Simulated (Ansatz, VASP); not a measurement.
Two plane-wave programs on Cd

Contents of INCAR:

```
SYSTEM = Cd
PREC = Accurate
ENCUT = 630
EDIFF = 1E-7
ISMEAR = 0
SIGMA = 0.1
LREAL = .FALSE.
LASPH = .TRUE.
NELM = 120
ALGO = Normal
ISIF = 3
LWAVE = .FALSE.
LCHARG = .FALSE.
GGA = PE
IBRION = 2
NSW = 80
EDIFFG = -0.05
GGA_COMPAT = .FALSE.
NELMIN = 4
```

File KPOINTS:

```
Automatic mesh
0
G
  8 8 8
  0 0 0
```

Contents of POSCAR:

```
Cd
1.0
   -1.6438224042      1.6438224042      1.6438224042
    1.6438224042     -1.6438224042      1.6438224042
    1.6438224042      1.6438224042     -1.6438224042
Cd
1
Direct
    0.0000000000      0.0000000000      0.0000000000
```

Input for Ansatz:

```yaml
crystal:
  lattice:
    - [-1.6438224042, 1.6438224042, 1.6438224042]
    - [1.6438224042, -1.6438224042, 1.6438224042]
    - [1.6438224042, 1.6438224042, -1.6438224042]
  atoms:
    - { symbol: Cd, position: [0.0, 0.0, 0.0] }
basis:
  ecutwfc: 420
kpoints:
  mp_grid: { grid: [8, 8, 8] }
hamiltonian:
  xc: pbe
scf:
  occupations: { method: gaussian, width: 0.1 }
output:
  forces: true
  stress: true
  eigenvalues: true
relax:
  adjacent_minimum: "off"
  f_tol: 0.05
  max_steps: 60
  cell: { stress_tol: 0.5 }
```

Alike in both runs: task relaxation of cell and atoms; functional PBE; k mesh 8 × 8 × 8; occupations gaussian, width 0.1 eV; no spin polarisation.

|  | VASP | Ansatz |
| --- | --- | --- |
| version | VASP 6.6.1 | Ansatz 0.2.0 |
| potentials or method | VASP PAW PBE potentials, release 64 (Cd_sv_GW), cutoff 630 eV | scalar-relativistic, plane waves, PAW |
| valence electrons in the cell | 20 | 20 |

|  | VASP | Ansatz | Ansatz less VASP |
| --- | --- | --- | --- |
| gap on the k mesh at the Fermi level, each at its own relaxed structure (eV) | none | none | - |
| relaxed volume (Å³/atom) | 22.07 | 23.41 | +1.337 |
| relaxed length of the cell vector where the two differ most in proportion (Å) | 3.061 | 3.121 | +0.0606 |

A gap of «none» marks a metal or a gap that the smearing closes. One of these differences is far larger than is usual between the two programs; its cause wasn't traced.

Noted on VASP's run: the volume moved by over 15 % at a fixed basis, so the end points are rough.
